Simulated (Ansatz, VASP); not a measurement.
# Al in VASP and in Ansatz

POSCAR

```
Al
1.0
    0.0000000000      2.0382146954      2.0382146954
    2.0382146954      0.0000000000      2.0382146954
    2.0382146954      2.0382146954      0.0000000000
Al
1
Direct
    0.0000000000      0.0000000000      0.0000000000
```

File INCAR.step1:

```
PREC = Accurate
ENCUT = 520
EDIFF = 1E-5
ISMEAR = -1
SIGMA = 0.05
LREAL = F
LASPH = T
NELM = 80
ALGO = Normal
ISIF = 2
LWAVE = T
GGA = PE
NBANDS = 8
```

File INCAR.step2:

```
PREC = Accurate
ENCUT = 520
EDIFF = 1E-6
ISMEAR = -1
SIGMA = 0.05
LREAL = F
LASPH = T
NELM = 80
ALGO = Normal
ISIF = 2
LWAVE = F
LCHARG = T
GGA = B5
LHFCALC = T
AEXX = 0.5
ALDAX = 0.5
AGGAX = 0.5
AGGAC = 1.0
ALDAC = 0.0
PRECFOCK = Normal
LELF = T
LVHAR = T
ISTART = 1
NBANDS = 8
```

The input KPOINTS:

```
Automatic mesh
0
Gamma
  6 6 6
```

The input input.yaml:

```yaml
crystal:
  lattice:
    - [0.0, 2.0382146954, 2.0382146954]
    - [2.0382146954, 0.0, 2.0382146954]
    - [2.0382146954, 2.0382146954, 0.0]
  atoms:
    - { symbol: Al, position: [0.0, 0.0, 0.0] }
hamiltonian:
  xc: { name: BHLYP }
  pseudopotentials: { kind: paw }
kpoints:
  mp_grid: { grid: [6, 6, 6] }
scf:
  occupations: { method: fermi_dirac, width: 0.05 }
output:
  forces: true
  stress: true
  eigenvalues: true
```

Alike in both runs: task single point; functional BHLYP; k mesh 6 × 6 × 6; occupations fermi-dirac, width 0.05 eV; no spin polarisation.

|  | VASP | Ansatz |
| --- | --- | --- |
| version | VASP 6.6.1 | Ansatz 0.2.0 |
| potentials or method | VASP PAW PBE potentials, release 64 (Al) | Ansatz PAW |
| plane-wave cutoff (eV) | 520 | 420 |
| valence electrons in the cell | 3 | 3 |

Ansatz gave:

| Quantity | Value |
| --- | --- |
| gap on the k mesh at the Fermi level (eV) | none |
| pressure (GPa) | -0.9 |

Problem. What did VASP give for the same quantities?

Solution. gap on the k mesh at the Fermi level (eV): none; pressure (GPa): -0.6.

VASP's potentials were made for PBE, not for BHLYP. A gap of «none» marks a metal or a gap that the smearing closes. The functional is the same, so the differences come from potentials, cutoffs and numerics.

The k mesh is coarse, so the values compare programs but aren't converged.
